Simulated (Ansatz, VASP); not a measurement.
Given: the input of a run of Ansatz 0.2.0 on GaN.

Contents of input.yaml:

```yaml
crystal:
  lattice:
    - [0.0, 2.1771129849, 2.1771129849]
    - [2.1771129849, 0.0, 2.1771129849]
    - [2.1771129849, 2.1771129849, 0.0]
  atoms:
    - { symbol: Ga, position: [0.0, 0.0, 0.0] }
    - { symbol: "N", position: [0.5, 0.5, 0.5] }
kpoints:
  mp_grid: { grid: [11, 11, 11] }
scf:
  occupations: { method: fermi_dirac, width: 0.05 }
hamiltonian:
  xc: pbe
  pseudopotentials: { kind: all_electron, lapw: { basis_error: 0.0005 } }
output:
  forces: true
  stress: true
  eigenvalues: true
```

Potentials or basis: all-electron LAPW, scalar-relativistic.

Run with:

```sh
$ ansatz run input.yaml --threads 1 --pin off --max-ram 3072MiB --backend cpu --events-out ev --progress --plain --runs-dir out
```

Q: Translate it to VASP 6.6.1. Potentials there: VASP PAW PBE potentials, release 64 (Ga_d, N).

A: As run (the cutoff follows the program's own potentials):

INCAR

```
SYSTEM = GaN
PREC     = Accurate       ! precision mode
ENCUT    = 520            ! plane-wave cutoff, eV
EDIFF    = 1E-6           ! SCF threshold, eV
ISMEAR   = -1             ! smearing method
SIGMA    = 0.05           ! smearing width, eV
LREAL    = .False.        ! projectors in reciprocal space
LASPH    = .True.         ! aspherical terms in the spheres
NELM     = 80             ! most SCF steps
ALGO     = Normal         ! electronic algorithm
ISIF     = 2              ! what is computed and relaxed
LWAVE    = .False.        ! write WAVECAR
LCHARG   = .False.        ! write CHGCAR
GGA      = PE             ! functional
NBANDS   = 16             ! bands
```

The input KPOINTS:

```
regular mesh
0
Gamma
  11 11 11
  0 0 0
```

File POSCAR:

```
GaN
1.0
    0.0000000000      2.1771129849      2.1771129849
    2.1771129849      0.0000000000      2.1771129849
    2.1771129849      2.1771129849      0.0000000000
Ga N
1 1
Direct
    0.0000000000      0.0000000000      0.0000000000
    0.5000000000      0.5000000000      0.5000000000
```

Potentials or basis: VASP PAW PBE potentials, release 64 (Ga_d, N).

Run with:

```console
$ cat potpaw_PBE.64/Ga_d/POTCAR potpaw_PBE.64/N/POTCAR > POTCAR
$ mpirun -np 1 vasp_std > vasp.out
```

Both were run:

|  | VASP | Ansatz | Ansatz less VASP |
| --- | --- | --- | --- |
| gap on the k mesh at the Fermi level (eV) | 0.20 | 0.21 | +0.009 |
| least direct gap on the mesh (eV) | 1.69 | 1.70 | +0.011 |
| pressure (GPa) | -10.1 | -10.8 | -0.71 |

Ansatz ran all-electron here, and VASP with PAW potentials.
